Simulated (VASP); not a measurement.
# Ca (Pm-3m) in VASP: a series of runs

Runs on Ca. Level: LDA. Tasks: single point, relaxation of cell and atoms.

Program: VASP 6.6.1. These are calculated values, not measurements. Logs are shortened: lines on timing, memory, paths and dates and some standing lists are left out, and cuts for length are marked.

### 1 The cell of the first run

The structure is cubic, space group Pm-3m (No. 221). Conventional cell: a = 3.246 Å, b = 3.246 Å, c = 3.246 Å, α = 90.00°, β = 90.00°, γ = 90.00°. Within 4.3 Å of Ca (site symmetry m-3m) lie 6 Ca at 3.25 Å.

This isn't the form of Ca at room conditions, which is fcc.

### 2 Single point, LDA

INCAR

```
SYSTEM = Ca
  PREC = Accurate
  ENCUT = 520
  EDIFF = 1E-7
  ISMEAR = -1
  SIGMA = 0.08
  LREAL = .False.
  LASPH = .True.
  NELM = 80
  ALGO = Normal
  ISIF = 2
  LWAVE = .False.
  LCHARG = .False.
  NBANDS = 11
```

KPOINTS

```
Automatic mesh
0
Gamma
  11 11 11
  0 0 0
```

POSCAR

```
Ca
1.0
    3.2464471981      0.0000000000      0.0000000000
    0.0000000000      3.2464471981      0.0000000000
    0.0000000000      0.0000000000      3.2464471981
Ca
1
Direct
    0.0000000000      0.0000000000      0.0000000000
```

Potentials or basis: VASP PAW LDA potentials, release 64 (Ca_sv).

The run is started by

```
> cat potpaw_LDA.64/Ca_sv/POTCAR > POTCAR
> mpirun -np 1 vasp_std > vasp.out
```

OUTCAR:

```text
SYSTEM = Ca
   PREC = Accurate
   ENCUT = 520
   EDIFF = 1E-7
   ISMEAR = -1
   LREAL = .False.
   LASPH = .True.
   NELM = 80
   ISIF = 2

 ion  position               nearest neighbor table
   1  0.000  0.000  0.000-

  LATTYP: Found a simple cubic cell.
 ALAT       =     3.2464471981

  Lattice vectors:

 A1 = (   3.2464471981,   0.0000000000,   0.0000000000)
 A2 = (   0.0000000000,   3.2464471981,   0.0000000000)
 A3 = (   0.0000000000,   0.0000000000,   3.2464471981)

Analysis of symmetry for initial positions (statically):
=====================================================================
 Subroutine PRICEL returns:
 Original cell was already a primitive cell.

 Routine SETGRP: Setting up the symmetry group for a
 simple cubic supercell.

 Subroutine GETGRP returns: Found 48 space group operations
 (whereof 48 operations were pure point group operations)
 out of a pool of 48 trial point group operations.

The static configuration has the point symmetry O_h .

Analysis of symmetry for dynamics (positions and initial velocities):
=====================================================================
 Subroutine PRICEL returns:
 Original cell was already a primitive cell.

 Routine SETGRP: Setting up the symmetry group for a
 simple cubic supercell.

 Subroutine GETGRP returns: Found 48 space group operations
 (whereof 48 operations were pure point group operations)
 out of a pool of 48 trial point group operations.

The dynamic configuration has the point symmetry O_h .

 Subroutine INISYM returns: Found 48 space group operations
 (whereof 48 operations are pure point group operations),
 and found     1 'primitive' translations

----------------------------------------------------------------------------------------

                                     Primitive cell

  volume of cell :      34.2157

  direct lattice vectors                    reciprocal lattice vectors
     3.246447198  0.000000000  0.000000000     0.308029036  0.000000000  0.000000000
     0.000000000  3.246447198  0.000000000     0.000000000  0.308029036  0.000000000
     0.000000000  0.000000000  3.246447198     0.000000000  0.000000000  0.308029036

  length of vectors
     3.246447198  3.246447198  3.246447198     0.308029036  0.308029036  0.308029036

  position of ions in fractional coordinates (direct lattice)
     0.000000000  0.000000000  0.000000000

  ion indices of the primitive-cell ions
[... 78 lines left out ...]
   IBRION =     -1    ionic relax: 0-MD 1-quasi-New 2-CG
   NFREE  =      0    steps in history (QN), initial steepest desc. (CG)
   ISIF   =      2    stress and relaxation
   ISYM   =      2    0-nonsym 1-usesym 2-fastsym
   POTIM  = 0.5000    time-step for ionic-motion
   TEBEG  =    0.0;   TEEND  =   0.0 temperature during run
   PSTRESS=    0.0 pullay stress
   NELECT =      10.0000    total number of electrons
   NUPDOWN=      -1.0000    fix difference up-down
   EMIN   =  10.00;   EMAX   =-10.00  energy-range for DOS
   EFERMI =   0.00;   METHOD = LEGACY
   ISMEAR =    -1;   SIGMA  =   0.08  broadening in eV -4-tet -1-fermi 0-gaus
   EFERMI_NEDOS =   21; number of points for ismear=-14 and -15
   IALGO  =     38    algorithm
   IMIX   =      4    mixing-type and parameters
     AMIX     =   0.40;   BMIX     =  1.00
     AMIX_MAG =   1.60;   BMIX_MAG =  1.00
  volume/ion in A,a.u.               =      34.22       230.90
  Fermi-wavevector in a.u.,A,eV,Ry     =   1.086425  2.053046 16.059224  1.180320
  Thomas-Fermi vector in A             =   2.222562
   LORBIT       =      0    0 simple, 1 ext, 2 COOP (PROOUT), +10 PAW based schemes
   GGA     = CA    functional components
   LHFCALC =     F    Hartree Fock is set to
   AEXX    =    0.0000 exact exchange contribution
   IVDW    =     0    specifies the selected vdW correction
   LEPSILON=     F    determine dielectric tensor
   LRPA    =     F    only Hartree local field effects (RPA)
 non-spin polarized calculation
  energy-cutoff  :      520.00
  volume of cell :       34.22
 maximum number of plane-waves:       937
   NGX = 13   NGY = 13   NGZ = 13

 number of electron      10.0000003 magnetization

 Free energy of the ion-electron system (eV)
  ---------------------------------------------------
  ext. energy  EPLUGINS =         0.00000000
  ---------------------------------------------------
  free energy    TOTEN  =        -1.81406410 eV

  energy without entropy =       -1.79557543  energy(sigma->0) =       -1.80481976

 E-fermi :   2.5301     XC(G=0):  -8.6517

 val. band max:        2.5159350084   @ k =   0.4545   0.1818   0.0000
 cond. band min:       2.5982241207   @ k =   0.4545   0.1818   0.0909
 fundamental gap:      0.0822891123
 Fermi energy:         2.5301309544

 k-point     1 :       0.0000    0.0000    0.0000
  band No.  band energies     occupation
      1     -38.7817      2.00000
      2     -19.8639      2.00000
      3     -19.8639      2.00000
      4     -19.8639      2.00000
      5      -1.6027      2.00000
      6       3.1899      0.00052
      7       3.1899      0.00052
      8       7.3873      0.00000
      9       7.3873      0.00000
     10       7.3873      0.00000
     11      12.8160      0.00000
[... 309 lines left out ...]
 k-point    24 :       0.2727    0.0909    0.0909
  band No.  band energies     occupation
      1     -38.7451      2.00000
      2     -20.1232      2.00000
      3     -19.8760      2.00000
      4     -19.8719      2.00000
      5      -0.1498      2.00000
      6       3.5890      0.00000
      7       3.6698      0.00000
      8       6.1359      0.00000
      9       6.1795      0.00000
     10       7.1626      0.00000
     11       9.9046      0.00000

 [... further k-points ...]

------------------------ aborting loop because EDIFF is reached ----------------------------------------

  FORCE on cell =-STRESS in cart. coord.  units (eV):
  Direction    XX          YY          ZZ          XY          YZ          ZX
  --------------------------------------------------------------------------------------
  -------------------------------------------------------------------------------------
  Total        0.3412828      0.3412828      0.3412828      0.0000000      0.0000000     -0.0000000
  in kB       15.9808515     15.9808515     15.9808515      0.0000000      0.0000000     -0.0000000
  external PRESSURE =      15.9808515 kB  Pullay stress =       0.0000000 kB

 VOLUME and BASIS-vectors are now :
 -----------------------------------------------------------------------------
  energy-cutoff  :      520.00
  volume of cell :       34.22
      direct lattice vectors                 reciprocal lattice vectors
     3.246447198  0.000000000  0.000000000     0.308029036  0.000000000  0.000000000
     0.000000000  3.246447198  0.000000000     0.000000000  0.308029036  0.000000000
     0.000000000  0.000000000  3.246447198     0.000000000  0.000000000  0.308029036

 POSITION                                       TOTAL-FORCE (eV/Angst)
 -----------------------------------------------------------------------------------
      0.00000      0.00000      0.00000         0.000000      0.000000      0.000000
 -----------------------------------------------------------------------------------
    total drift:                                0.000000      0.000000      0.000000

  FREE ENERGIE OF THE ION-ELECTRON SYSTEM (eV)
  ---------------------------------------------------
  free  energy   TOTEN  =        -1.8140641034 eV

  energy  without entropy=       -1.7955754264  energy(sigma->0) =       -1.80481976
```

OSZICAR:

```text
N       E                     dE             d eps       ncg     rms          rms(c)
DAV:   1     0.716420185836E+02    0.71642E+02   -0.51273E+03  1232   0.845E+02
DAV:   2    -0.266788642659E+00   -0.71909E+02   -0.71185E+02  1370   0.220E+02
DAV:   3    -0.176425088843E+01   -0.14975E+01   -0.14845E+01  1609   0.323E+01
DAV:   4    -0.184483971369E+01   -0.80589E-01   -0.80310E-01  1602   0.585E+00
DAV:   5    -0.184627326135E+01   -0.14335E-02   -0.14335E-02  1645   0.663E-01    0.245E+00
DAV:   6    -0.182376152660E+01    0.22512E-01   -0.14104E-02  1489   0.130E+00    0.147E+00
DAV:   7    -0.181443637860E+01    0.93251E-02   -0.19759E-02  1632   0.160E+00    0.121E-01
DAV:   8    -0.181405805856E+01    0.37832E-03   -0.18137E-03  1379   0.379E-01    0.328E-02
DAV:   9    -0.181406423730E+01   -0.61787E-05   -0.90341E-05  1844   0.800E-02    0.377E-03
DAV:  10    -0.181406425658E+01   -0.19277E-07   -0.24415E-06  1419   0.147E-02    0.836E-04
DAV:  11    -0.181406410199E+01    0.15459E-06   -0.10718E-07   987   0.335E-03    0.212E-04
DAV:  12    -0.181406410337E+01   -0.13728E-08   -0.12367E-08   697   0.824E-04
   1 F= -.18140641E+01 E0= -.18048198E+01  d E =-.184887E-01
```

Wall time 4.1 s (1 thread of Intel Xeon 6975P-C (Granite Rapids), shared host); peak memory 0.13 GiB.

Results:

```
Free energy            : -1.8141 eV
Pressure               : 1.6 GPa
Band gap on the k mesh : zero (bands 5 and 6 overlap by 0.47 eV)
```

### 3 Relaxation of cell and atoms, LDA, target pressure 1.6 GPa, at which the enthalpy is minimised

INCAR

```
PREC     = Accurate       # precision mode
ENCUT    = 600            # plane-wave cutoff, eV
EDIFF    = 1E-7           # SCF threshold, eV
ISMEAR   = -1             # smearing method
SIGMA    = 0.08           # smearing width, eV
LREAL    = F              # projectors in reciprocal space
LASPH    = T              # aspherical terms in the spheres
NELM     = 100            # most SCF steps
ALGO     = Normal         # electronic algorithm
ISIF     = 3              # what is computed and relaxed
LWAVE    = F              # write WAVECAR
LCHARG   = F              # write CHGCAR
IBRION   = 2              # ionic algorithm
NSW      = 32             # ionic steps
EDIFFG   = -0.005         # ionic threshold
PSTRESS  = 16.0
```

KPOINTS

```
Automatic mesh
0
Gamma
  11 11 11
```

POSCAR is that of step 2.

Potentials or basis: VASP PAW LDA potentials, release 64 (Ca_sv).

The run is started by

```
> cat potpaw_LDA.64/Ca_sv/POTCAR > POTCAR
> mpirun -np 1 vasp_std > vasp.out
```

It took 6.9 s on 1 thread of Intel Xeon 6975P-C (Granite Rapids), shared host; peak memory 0.15 GiB.

Results (log left out):

- Free energy: -1.8142 eV
- Pressure after relaxing: 1.6 GPa
- Band gap on the k mesh: zero (bands 5 and 6 overlap by 0.47 eV)

Final structure:
```yaml
crystal:
  lattice:
    - [3.24645, 0.00000, 0.00000]
    - [0.00000, 3.24645, 0.00000]
    - [0.00000, 0.00000, 3.24645]
  atoms:
    - { symbol: Ca, position: [0.00000, 0.00000, 0.00000] }
```

Levels at points of the mesh, in eV from the Fermi level:
| k point | band 2 | band 3 | band 4 | band 5 | band 6 | band 7 | band 8 | band 9 |
| --- | --- | --- | --- | --- | --- | --- | --- | --- |
| (0.00, 0.00, 0.00) | -22.39 | -22.39 | -22.39 | -4.13 | 0.66 | 0.66 | 4.86 | 4.86 |

Caveat: the relaxation stopped at its first step, so nothing moved; the cell is relaxed towards a set pressure, so the run minimises the enthalpy, not the energy.

### 4 Relaxation of cell and atoms, LDA, target pressure 1.6 GPa, at which the enthalpy is minimised

This run uses another cell than the first one, of 37.72 Å³/atom.

INCAR

```
PREC = Accurate
ENCUT = 600
EDIFF = 1E-6
ISMEAR = -1
SIGMA = 0.08
LREAL = False
LASPH = True
NELM = 80
ALGO = Normal
ISIF = 3
LWAVE = False
LCHARG = False
IBRION = 2
NSW = 60
EDIFFG = -0.005
PSTRESS = 16.0
```

KPOINTS

```
regular mesh
0
Gamma
  11 11 11
```

POSCAR

```
Ca
1.0
    3.3536734102      0.0000000000      0.0000000000
    0.0000000000      3.3536734102      0.0000000000
    0.0000000000      0.0000000000      3.3536734102
Ca
1
Direct
    0.0000000000      0.0000000000      0.0000000000
```

The run is started by

```
> cat potpaw_LDA.64/Ca_sv/POTCAR > POTCAR
> mpirun -np 1 vasp_std > vasp.out
```

Run time: 22 s. Hardware: 1 thread of Intel Xeon 6975P-C (Granite Rapids), shared host; peak memory 0.16 GiB.

The run converged. Its results:

- Free energy: -1.8148 eV
- Relaxed volume: 34.26 Å³/atom
- Relaxed cell: a = 3.248 Å, b = 3.248 Å, c = 3.248 Å, α = 90.00°, β = 90.00°, γ = 90.00°
- Space group after relaxing (to 0.1 Å): Pm-3m (No. 221)
- Energy change on relaxing (the run minimises the enthalpy): +18.2 meV/atom
- Ionic steps: 4
- Pressure after relaxing: 1.6 GPa
- Band gap on the k mesh: zero (bands 5 and 6 overlap by 0.47 eV)

The path:
```csv
step,energy change (eV),largest force (eV/Å),pressure (GPa),volume (Å³)
1,0.0000,0.0000,0.15,37.72
2,0.0058,0.0000,0.85,35.89
3,0.0189,0.0000,1.63,34.19
4,0.0182,0.0000,1.60,34.26
```

Final structure:
```
Ca
1.0
     3.24777    0.00000    0.00000
     0.00000    3.24777    0.00000
     0.00000    0.00000    3.24777
Ca
1
Direct
  0.00000 0.00000 0.00000
```

Levels at points of the mesh, in eV from the Fermi level:
```csv
k point,band 1,band 2,band 3,band 4,band 5,band 6,band 7,band 8,band 9
"(0.00, 0.00, 0.00)",-41.31,-22.40,-22.40,-22.40,-4.13,0.66,0.66,4.85,4.85
```

Caveat: the cell is relaxed towards a set pressure, so the run minimises the enthalpy, not the energy.

### 5 The runs side by side

| task | cell | cutoff (eV) | gap on the mesh (eV) | pressure (GPa) |
| --- | --- | --- | --- | --- |
| single point | a = 3.246 Å, 1 atom | 520 | none | 1.6 |
| relaxation of cell and atoms | relaxed to 1.6 GPa from a = 3.246 Å, 1 atom | 600 | none | 1.6 |
| relaxation of cell and atoms | relaxed to 1.6 GPa from a = 3.354 Å, 1 atom | 600 | none | 1.6 |

Alike in all rows: level LDA; potentials or basis VASP PAW LDA potentials, release 64 (Ca_sv); no spin polarisation; k mesh 11 × 11 × 11; smearing fermi-dirac 0.08 eV.

Caveats: the cell is relaxed towards a set pressure, so the run minimises the enthalpy, not the energy (at least some runs); the relaxation stopped at its first step, so nothing moved (at least some runs).

Total energies depend on the potentials used, so only differences within one code and one set of settings carry meaning.
